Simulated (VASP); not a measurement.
# Cd (I4/mmm) in VASP: single point with PBEsol

Aim: the single point of Cd with PBEsol.

Program: VASP 6.6.1. These are calculated values, not measurements. Logs are shortened: lines on timing, memory, paths and dates and some standing lists are left out, and cuts for length are marked.

## (1) The cell of the first run

Symmetry: I4/mmm, No. 139, tetragonal system. Conventional cell: a = 3.548 Å, b = 3.548 Å, c = 3.869 Å, α = 90.00°, β = 90.00°, γ = 90.00°. Within 4.2 Å of Cd (site symmetry 4/mmm) lie 14 Cd at 3.17 to 3.87 Å.

## (2) Single point, PBEsol (strained)

INCAR reads:

```
PREC     = Accurate       # precision mode
ENCUT    = 520            # plane-wave cutoff, eV
EDIFF    = 1E-7           # SCF threshold, eV
ISMEAR   = 0              # smearing method
SIGMA    = 0.1            # smearing width, eV
LREAL    = False          # projectors in reciprocal space
LASPH    = True           # aspherical terms in the spheres
NELM     = 60             # most SCF steps
ALGO     = Normal         # electronic algorithm
ISIF     = 2              # what is computed and relaxed
LWAVE    = False          # write WAVECAR
LCHARG   = False          # write CHGCAR
GGA      = PS             # functional
NBANDS   = 12             # bands
```

KPOINTS reads:

```
Automatic mesh
0
Gamma
  14 14 14
```

POSCAR reads:

```
Cd
1.0
   -1.7737588138      1.7737588138      1.9343477938
    1.7737588138     -1.7737588138      1.9343477938
    1.7737588138      1.7737588138     -1.9343477938
Cd
1
Direct
    0.0000000000      0.0000000000      0.0000000000
```

Potentials or basis: VASP PAW PBE potentials, release 64 (Cd).

On the command line:

```console
> cat potpaw_PBE.64/Cd/POTCAR > POTCAR
> mpirun -np 1 vasp_std > vasp.out
```

OUTCAR:

```text
PREC = Accurate
   ENCUT = 520
   EDIFF = 1E-7
   ISMEAR = 0
   LREAL = False
   LASPH = True
   NELM = 60
   ISIF = 2
   GGA = PS

 ion  position               nearest neighbor table
   1  0.000  0.000  0.000-

  LATTYP: Found a body centered tetragonal cell.
 ALAT       =     3.5475176276
 C/A-ratio  =     1.0905359730

  Lattice vectors:

 A1 = (  -1.7737588138,   1.7737588138,   1.9343477938)
 A2 = (   1.7737588138,  -1.7737588138,   1.9343477938)
 A3 = (   1.7737588138,   1.7737588138,  -1.9343477938)

Analysis of symmetry for initial positions (statically):
=====================================================================
 Subroutine PRICEL returns:
 Original cell was already a primitive cell.

 Routine SETGRP: Setting up the symmetry group for a
 body centered tetragonal supercell.

 Subroutine GETGRP returns: Found 16 space group operations
 (whereof 16 operations were pure point group operations)
 out of a pool of 16 trial point group operations.

The static configuration has the point symmetry D_4h.

Analysis of symmetry for dynamics (positions and initial velocities):
=====================================================================
 Subroutine PRICEL returns:
 Original cell was already a primitive cell.

 Routine SETGRP: Setting up the symmetry group for a
 body centered tetragonal supercell.

 Subroutine GETGRP returns: Found 16 space group operations
 (whereof 16 operations were pure point group operations)
 out of a pool of 16 trial point group operations.

The dynamic configuration has the point symmetry D_4h.

 Subroutine INISYM returns: Found 16 space group operations
 (whereof 16 operations are pure point group operations),
 and found     1 'primitive' translations

----------------------------------------------------------------------------------------

                                     Primitive cell

  volume of cell :      24.3435

  direct lattice vectors                    reciprocal lattice vectors
    -1.773758814  1.773758814  1.934347794     0.000000000  0.281887253  0.258485057
     1.773758814 -1.773758814  1.934347794     0.281887253  0.000000000  0.258485057
     1.773758814  1.773758814 -1.934347794     0.281887253  0.281887253  0.000000000

  length of vectors
     3.167671392  3.167671392  3.167671392     0.382459081  0.382459081  0.398648777

  position of ions in fractional coordinates (direct lattice)
     0.000000000  0.000000000  0.000000000

  ion indices of the primitive-cell ions
   primitive index   ion index
                 1           1

----------------------------------------------------------------------------------------

 KPOINTS: Automatic mesh

Automatic generation of k-mesh.
 Grid dimensions read from file:
 generate k-points for:   14   14   14

 Generating k-lattice:

  Cartesian coordinates                     Fractional coordinates (reciprocal lattice)
     0.000000000  0.020134804  0.018463218     0.071428571  0.000000000  0.000000000
     0.020134804  0.000000000  0.018463218     0.000000000  0.071428571  0.000000000
     0.020134804  0.020134804  0.000000000     0.000000000  0.000000000  0.071428571

  Length of vectors
     0.027318506  0.027318506  0.028474913

  Shift w.r.t. Gamma in fractional coordinates (k-lattice)
     0.000000000  0.000000000  0.000000000

 Subroutine IBZKPT returns following result:
 ===========================================

 Found    244 irreducible k-points:

 Following reciprocal coordinates:
            Coordinates               Weight
  0.000000  0.000000  0.000000      1.000000
  0.071429 -0.000000  0.000000      8.000000
  0.142857 -0.000000  0.000000      8.000000
  0.214286 -0.000000  0.000000      8.000000
  0.285714 -0.000000  0.000000      8.000000
  0.357143  0.000000  0.000000      8.000000
[... 16 lines left out ...]
  0.214286  0.142857 -0.000000     16.000000
  0.285714  0.142857  0.000000     16.000000
 [... further k-points ...]
   k-points           NKPTS =    244   k-points in BZ     NKDIM =    244   number of bands    NBANDS=     12
   number of dos      NEDOS =    301   number of ions     NIONS =      1
   total plane-waves  NPLWV =  13824
   dimension x,y,z NGX =    24 NGY =   24 NGZ =   24
   dimension x,y,z NGXF=    48 NGYF=   48 NGZF=   48
   ions per type =               1
   NGX,Y,Z   is equivalent  to a cutoff of  12.60, 12.60, 12.60 a.u.
   NGXF,Y,Z  is equivalent  to a cutoff of  25.19, 25.19, 25.19 a.u.
 SYSTEM =  unknown system
   PREC   = accura    normal or accurate (medium, high low for compatibility)
   ISTART =      0    job   : 0-new  1-cont  2-samecut
   ICHARG =      2    charge: 1-file 2-atom 10-const
   ISPIN  =      1    spin polarized calculation?
   LNONCOLLINEAR =      F non collinear calculations
   LSORBIT =      F    spin-orbit coupling
   LASPH  =      T    aspherical Exc in radial PAW
   ENCUT  =  520.0 eV  38.22 Ry    6.18 a.u.   5.89  5.89  5.89*2*pi/ulx,y,z
   NELM   =     60;   NELMIN=  2; NELMDL= -5     # of ELM steps
   EDIFF  = 0.1E-06   stopping-criterion for ELM
   LREAL  =      F    real-space projection
   EDIFFG = 0.1E-05   stopping-criterion for IOM
   NSW    =      0    number of steps for IOM
   IBRION =     -1    ionic relax: 0-MD 1-quasi-New 2-CG
   NFREE  =      0    steps in history (QN), initial steepest desc. (CG)
   ISIF   =      2    stress and relaxation
   ISYM   =      2    0-nonsym 1-usesym 2-fastsym
   POTIM  = 0.5000    time-step for ionic-motion
   TEBEG  =    0.0;   TEEND  =   0.0 temperature during run
   PSTRESS=    0.0 pullay stress
   NELECT =      12.0000    total number of electrons
   NUPDOWN=      -1.0000    fix difference up-down
   EMIN   =  10.00;   EMAX   =-10.00  energy-range for DOS
   EFERMI =   0.00;   METHOD = LEGACY
   ISMEAR =     0;   SIGMA  =   0.10  broadening in eV -4-tet -1-fermi 0-gaus
   EFERMI_NEDOS =   21; number of points for ismear=-14 and -15
   IALGO  =     38    algorithm
   IMIX   =      4    mixing-type and parameters
     AMIX     =   0.40;   BMIX     =  1.00
     AMIX_MAG =   1.60;   BMIX_MAG =  1.00
  volume/ion in A,a.u.               =      24.34       164.28
  Fermi-wavevector in a.u.,A,eV,Ry     =   1.293225  2.443840 22.754796  1.672430
  Thomas-Fermi vector in A             =   2.424884
   LORBIT       =      0    0 simple, 1 ext, 2 COOP (PROOUT), +10 PAW based schemes
   GGA     = PS    functional components
   LHFCALC =     F    Hartree Fock is set to
   AEXX    =    0.0000 exact exchange contribution
   IVDW    =     0    specifies the selected vdW correction
   LEPSILON=     F    determine dielectric tensor
   LRPA    =     F    only Hartree local field effects (RPA)
 non-spin polarized calculation
 Gauss-broadening in eV      SIGMA  =   0.10
  energy-cutoff  :      520.00
  volume of cell :       24.34
 maximum number of plane-waves:       680
   NGX = 11   NGY = 11   NGZ = 11

 number of electron      11.9999996 magnetization

 Free energy of the ion-electron system (eV)
  ---------------------------------------------------
  ext. energy  EPLUGINS =         0.00000000
  ---------------------------------------------------
  free energy    TOTEN  =        -1.08692173 eV

  energy without entropy =       -1.08475871  energy(sigma->0) =       -1.08584022

 E-fermi :   1.9125     XC(G=0): -10.5956

 val. band max:        1.8977081936   @ k =   0.3571   0.3571   0.1429
 cond. band min:       1.9241082847   @ k =   0.3571   0.3571   0.0714
 fundamental gap:      0.0264000911
 Fermi energy:         1.9124573958

 k-point     1 :       0.0000    0.0000    0.0000
  band No.  band energies     occupation
      1      -6.9861      2.00000
      2      -6.9861      2.00000
      3      -6.8501      2.00000
      4      -6.5099      2.00000
      5      -6.3813      2.00000
      6      -6.1268      2.00000
      7      16.2623      0.00000
      8      16.2724      0.00000
      9      16.4255      0.00000
     10      16.4255      0.00000
     11      18.2633      0.00000
     12      18.2633      0.00000

 k-point     2 :       0.0714   -0.0000    0.0000
  band No.  band energies     occupation
      1      -6.9799      2.00000
      2      -6.9740      2.00000
      3      -6.8365      2.00000
      4      -6.5173      2.00000
      5      -6.3888      2.00000
      6      -6.0005      2.00000
      7      14.6402      0.00000
      8      15.8884      0.00000
      9      15.9683      0.00000
     10      16.4755      0.00000
     11      17.6936      0.00000
     12      17.7621      0.00000

 k-point     3 :       0.1429   -0.0000    0.0000
  band No.  band energies     occupation
      1      -6.9802      2.00000
      2      -6.9767      2.00000
      3      -6.7601      2.00000
      4      -6.5385      2.00000
      5      -6.4048      2.00000
      6      -5.6068      2.00000
      7      11.9892      0.00000
      8      14.9478      0.00000
      9      15.0308      0.00000
     10      16.8360      0.00000
     11      16.9919      0.00000
     12      17.0055      0.00000

 k-point     4 :       0.2143   -0.0000    0.0000
  band No.  band energies     occupation
      1      -7.0162      2.00000
      2      -7.0131      2.00000
      3      -6.6123      2.00000
      4      -6.5563      2.00000
      5      -6.4167      2.00000
      6      -4.9356      2.00000
      7       9.3395      0.00000
      8      13.7977      0.00000
      9      14.0893      0.00000
     10      16.3608      0.00000
     11      16.4449      0.00000
     12      17.5020      0.00000

 k-point     5 :       0.2857   -0.0000    0.0000
  band No.  band energies     occupation
      1      -7.0903      2.00000
      2      -7.0618      2.00000
      3      -6.5594      2.00000
      4      -6.4326      2.00000
      5      -6.4163      2.00000
      6      -3.9922      2.00000
      7       6.8215      0.00000
      8      12.7474      0.00000
      9      13.2616      0.00000
     10      15.8947      0.00000
     11      16.1162      0.00000
     12      18.2737      0.00000
[... 228 lines left out ...]
      1      -7.0024      2.00000
      2      -6.9448      2.00000
      3      -6.8507      2.00000
      4      -6.5030      2.00000
      5      -6.3939      2.00000
      6      -5.9894      2.00000
      7      15.4945      0.00000
      8      15.6050      0.00000
      9      16.0024      0.00000
     10      16.0320      0.00000
     11      16.4156      0.00000
     12      18.3950      0.00000

 k-point    22 :       0.1429    0.1429    0.0000
  band No.  band energies     occupation
      1      -7.0111      2.00000
      2      -6.9784      2.00000
      3      -6.6019      2.00000
      4      -6.5681      2.00000
      5      -6.4543      2.00000
      6      -4.5579      2.00000
      7       9.6080      0.00000
      8      10.1968      0.00000
      9      13.8570      0.00000
     10      16.6566      0.00000
     11      17.5349      0.00000
     12      19.9813      0.00000

 k-point    23 :       0.2143    0.1429   -0.0000
  band No.  band energies     occupation
      1      -7.0550      2.00000
      2      -7.0001      2.00000
      3      -6.5544      2.00000
      4      -6.5091      2.00000
      5      -6.4563      2.00000
      6      -3.6283      2.00000
      7       7.3303      0.00000
      8       9.2164      0.00000
      9      12.9259      0.00000
     10      16.6627      0.00000
     11      18.2439      0.00000
     12      20.1456      0.00000

 k-point    24 :       0.2857    0.1429    0.0000
  band No.  band energies     occupation
      1      -7.1082      2.00000
      2      -7.0412      2.00000
      3      -6.5385      2.00000
      4      -6.4896      2.00000
      5      -6.3496      2.00000
      6      -2.4461      2.00000
      7       5.0213      0.00000
      8       8.6526      0.00000
      9      12.1714      0.00000
     10      16.5360      0.00000
     11      19.3563      0.00000
     12      19.8506      0.00000

 [... further k-points ...]

------------------------ aborting loop because EDIFF is reached ----------------------------------------

  FORCE on cell =-STRESS in cart. coord.  units (eV):
  Direction    XX          YY          ZZ          XY          YZ          ZX
  --------------------------------------------------------------------------------------
  -------------------------------------------------------------------------------------
  Total       -0.7912319     -0.7912319     -0.5744128      0.0000000      0.0000000      0.0000000
  in kB      -52.0751713    -52.0751713    -37.8051505      0.0000000      0.0000000      0.0000000
  external PRESSURE =     -47.3184977 kB  Pullay stress =       0.0000000 kB

 VOLUME and BASIS-vectors are now :
 -----------------------------------------------------------------------------
  energy-cutoff  :      520.00
  volume of cell :       24.34
      direct lattice vectors                 reciprocal lattice vectors
    -1.773758814  1.773758814  1.934347794     0.000000000  0.281887253  0.258485057
     1.773758814 -1.773758814  1.934347794     0.281887253  0.000000000  0.258485057
     1.773758814  1.773758814 -1.934347794     0.281887253  0.281887253  0.000000000

 POSITION                                       TOTAL-FORCE (eV/Angst)
 -----------------------------------------------------------------------------------
      0.00000      0.00000      0.00000        -0.000000     -0.000000     -0.000000
 -----------------------------------------------------------------------------------
    total drift:                                0.000000      0.000000      0.000000

  FREE ENERGIE OF THE ION-ELECTRON SYSTEM (eV)
  ---------------------------------------------------
  free  energy   TOTEN  =        -1.0869217336 eV

  energy  without entropy=       -1.0847587083  energy(sigma->0) =       -1.08584022
```

Wall time 21 s (1 thread of Intel Xeon Platinum 8488C (Sapphire Rapids), shared host); peak memory 0.19 GiB.

Results:

```
Free energy            : -1.0869 eV
Pressure               : -4.7 GPa
Band gap on the k mesh : zero (bands 6 and 7 overlap by 3.58 eV)
```

Caveat: the cell differs from its parent crystal (strained); the cell stands under tension; the PAW data sets were made with another functional, which shifts forces and pressure a little.
